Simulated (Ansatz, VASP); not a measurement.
**Two plane-wave programs on MnS**

The input INCAR:

```
SYSTEM = MnS
PREC = Accurate ; ENCUT = 600
EDIFF = 1E-6 ; ISMEAR = 0
SIGMA = 0.05 ; LREAL = .False.
LASPH = .True. ; NELM = 200
ALGO = Normal ; ISIF = 2
LWAVE = .False. ; LCHARG = .False.
ISPIN = 2 ; MAGMOM = 4.32 0.07
LORBIT = 11 ; LMAXMIX = 4
LDAU = .True. ; LDAUTYPE = 2
LDAUL = 2 -1 ; LDAUU = 3 0
LDAUJ = 0 0 ; LDAUPRINT = 1
GGA = PE ; NBANDS = 22
GGA_COMPAT = .False.
```

Contents of KPOINTS:

```
regular mesh
0
Gamma
  6 6 6
  0 0 0
```

Contents of POSCAR:

```
MnS
1.0
    0.0000000000      2.8000000000      2.8000000000
    2.8000000000      0.0000000000      2.8000000000
    2.8000000000      2.8000000000      0.0000000000
Mn S
1 1
Direct
    0.0000000000      0.0000000000      0.0000000000
    0.7500000000      0.7500000000      0.7500000000
```

Input for Ansatz:

```yaml
crystal:
  lattice:
    - [0.0, 2.8, 2.8]
    - [2.8, 0.0, 2.8]
    - [2.8, 2.8, 0.0]
  atoms:
    - { symbol: Mn, position: [0.0, 0.0, 0.0], spin: 2.5 }
    - { symbol: S, position: [0.75, 0.75, 0.75] }
basis:
  ecutwfc: 420
  ecutrho_ratio: 4
kpoints:
  mp_grid: { grid: [6, 6, 6] }
hamiltonian:
  xc: pbe
  hubbard: { sites: [{ site: 0, l: d, u_eff: 3.0 }] }
scf:
  occupations: { method: gaussian, width: 0.05 }
  lower_state_search: "off"
  max_iter: 150
output:
  forces: true
  stress: true
  eigenvalues: true
  populations: true
  hubbard: { sites: [{ site: 0, l: d }] }
magnetization:
  spin_polarized: true
  initial_magnetization: 2.5
  spin_locking: { lock_magnetization: soft, n_iters: 12 }
```

Alike in both runs: task single point; functional PBE; k mesh 6 × 6 × 6; occupations gaussian, width 0.05 eV; collinear spin; Hubbard terms Mn d U = 3.0 eV.

|  | VASP | Ansatz |
| --- | --- | --- |
| version | VASP 6.6.1 | Ansatz 0.2.0 |
| potentials or method | VASP PAW PBE potentials, release 64 (Mn_sv, S), cutoff 600 eV | scalar-relativistic, plane waves, PAW |
| valence electrons in the cell | 21 | 21 |

VASP gave:

| Item | Value |
| --- | --- |
| gap on the k mesh at the Fermi level (eV) | 0.78 |
| least direct gap on the mesh (eV) | 1.16 |
| pressure (GPa) | 3.4 |
| net moment per atom (μB) | 2.50 |
| size of the moment on the site where the two differ most (μB) | 4.35 |

Task: What did Ansatz give for the same quantities?

Result: gap on the k mesh at the Fermi level (eV): 1.03; least direct gap on the mesh (eV): 1.17; pressure (GPa): 4.5; net moment per atom (μB): 2.50; size of the moment on the site where the two differ most (μB): 4.32.

Site moments also hang on the region over which each program counts them. The programs project onto different local orbitals, so the same U acts differently, and such runs can settle in different states. Ansatz's warnings: stress scf threshold loose.
